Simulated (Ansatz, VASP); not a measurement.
# One calculation of Cu2O, two programs

File INCAR:

```
SYSTEM = Cu2O
ALGO = Normal
DIPOL = 0.5 0.5 0.500
EDIFF = 1E-6
ENCUT = 520
GGA = PE
GGA_COMPAT = .False.
IDIPOL = 3
ISIF = 2
ISMEAR = 0
KPAR = 4
LASPH = .True.
LCHARG = .False.
LDIPOL = .True.
LREAL = .False.
LWAVE = .False.
NBANDS = 161
NELM = 120
NELMDL = -8
PREC = Accurate
SIGMA = 0.05
```

The input KPOINTS:

```
k-points
0
Gamma
  6 6 1
  0 0 0
```

File POSCAR:

```
Cu2O
1.0
    6.0786064182      0.0000000000      0.0000000000
   -3.0393032091      5.2642275777      0.0000000000
    0.0000000000      0.0000000000     26.1671130538
O Cu
10 20
Direct
    0.6666666667      0.3333333333      0.2866193143
    0.0000000000      0.0000000000      0.3340372444
    0.3333333333      0.6666666667      0.3814551746
    0.6666666667      0.3333333333      0.4288731048
    0.0000000000      0.0000000000      0.4762910349
    0.3333333333      0.6666666667      0.5237089651
    0.6666666667      0.3333333333      0.5711268952
    0.0000000000      0.0000000000      0.6185448254
    0.3333333333      0.6666666667      0.6659627556
    0.6666666667      0.3333333333      0.7133806857
    0.3333333333      0.1666666667      0.3103282794
    0.8333333333      0.1666666667      0.3103282794
    0.8333333333      0.6666666667      0.3103282794
    0.3333333333      0.6666666667      0.3103282794
    0.0000000000      0.5000000000      0.4051641397
    0.5000000000      0.5000000000      0.4051641397
    0.5000000000      0.0000000000      0.4051641397
    0.0000000000      0.0000000000      0.4051641397
    0.6666666667      0.8333333333      0.5000000000
    0.1666666667      0.8333333333      0.5000000000
    0.1666666667      0.3333333333      0.5000000000
    0.6666666667      0.3333333333      0.5000000000
    0.3333333333      0.1666666667      0.5948358603
    0.8333333333      0.1666666667      0.5948358603
    0.8333333333      0.6666666667      0.5948358603
    0.3333333333      0.6666666667      0.5948358603
    0.0000000000      0.5000000000      0.6896717206
    0.5000000000      0.5000000000      0.6896717206
    0.5000000000      0.0000000000      0.6896717206
    0.0000000000      0.0000000000      0.6896717206
```

Input for Ansatz:

```yaml
crystal:
  lattice:
    - [6.0786064182, 0.0, 0.0]
    - [-3.0393032091, 5.2642275777, 0.0]
    - [0.0, 0.0, 26.1671130538]
  atoms:
    - { symbol: O, position: [0.6666666667, 0.3333333333, 0.2866193143] }
    - { symbol: Cu, position: [0.3333333333, 0.1666666667, 0.3103282794] }
    - { symbol: Cu, position: [0.8333333333, 0.1666666667, 0.3103282794] }
    - { symbol: Cu, position: [0.8333333333, 0.6666666667, 0.3103282794] }
    - { symbol: Cu, position: [0.3333333333, 0.6666666667, 0.3103282794] }
    - { symbol: O, position: [0.0, 0.0, 0.3340372444] }
    - { symbol: O, position: [0.3333333333, 0.6666666667, 0.3814551746] }
    - { symbol: Cu, position: [0.0, 0.5, 0.4051641397] }
    - { symbol: Cu, position: [0.5, 0.5, 0.4051641397] }
    - { symbol: Cu, position: [0.5, 0.0, 0.4051641397] }
    - { symbol: Cu, position: [0.0, 0.0, 0.4051641397] }
    - { symbol: O, position: [0.6666666667, 0.3333333333, 0.4288731048] }
    - { symbol: O, position: [0.0, 0.0, 0.4762910349] }
    - { symbol: Cu, position: [0.6666666667, 0.8333333333, 0.5] }
    - { symbol: Cu, position: [0.1666666667, 0.8333333333, 0.5] }
    - { symbol: Cu, position: [0.1666666667, 0.3333333333, 0.5] }
    - { symbol: Cu, position: [0.6666666667, 0.3333333333, 0.5] }
    - { symbol: O, position: [0.3333333333, 0.6666666667, 0.5237089651] }
    - { symbol: O, position: [0.6666666667, 0.3333333333, 0.5711268952] }
    - { symbol: Cu, position: [0.3333333333, 0.1666666667, 0.5948358603] }
    - { symbol: Cu, position: [0.8333333333, 0.1666666667, 0.5948358603] }
    - { symbol: Cu, position: [0.8333333333, 0.6666666667, 0.5948358603] }
    - { symbol: Cu, position: [0.3333333333, 0.6666666667, 0.5948358603] }
    - { symbol: O, position: [0.0, 0.0, 0.6185448254] }
    - { symbol: O, position: [0.3333333333, 0.6666666667, 0.6659627556] }
    - { symbol: Cu, position: [0.0, 0.5, 0.6896717206] }
    - { symbol: Cu, position: [0.5, 0.5, 0.6896717206] }
    - { symbol: Cu, position: [0.5, 0.0, 0.6896717206] }
    - { symbol: Cu, position: [0.0, 0.0, 0.6896717206] }
    - { symbol: O, position: [0.6666666667, 0.3333333333, 0.7133806857] }
basis:
  ecutwfc: 420
kpoints:
  mp_grid: { grid: [6, 6, 1] }
hamiltonian:
  xc: pbe
scf:
  occupations: { method: gaussian, width: 0.05 }
output:
  forces: true
  stress: true
  eigenvalues: true
  write_density: true
  write_potential: true
  elf: true
  volumetric_format: npy
efield:
  axis: 3
  dipole_correction: true
  ramp_width: 0.04
```

Alike in both runs: task single point; functional PBE; k mesh 6 × 6 × 1; occupations gaussian, width 0.05 eV; no spin polarisation.

|  | VASP | Ansatz |
| --- | --- | --- |
| version | VASP 6.6.1 | Ansatz 0.2.0 |
| potentials or method | VASP PAW PBE potentials, release 64 (O, Cu), cutoff 520 eV | scalar-relativistic, plane waves, PAW |
| valence electrons in the cell | 280 | 440 |

Ansatz gave:

| Item | Value |
| --- | --- |
| gap on the k mesh at the Fermi level (eV) | 0.40 |
| least direct gap on the mesh (eV) | 0.40 |
| rms of the force components (eV/Å) | 0.214 |

Problem. Which values does VASP return?

Solution. gap on the k mesh at the Fermi level (eV): 0.40; least direct gap on the mesh (eV): 0.40; rms of the force components (eV/Å): 0.215.

VASP's potentials hold 280 valence electrons a cell and Ansatz's 440, so a difference there can come from the potentials and not from the codes. Ansatz's warnings: xc potential rough in thin density.
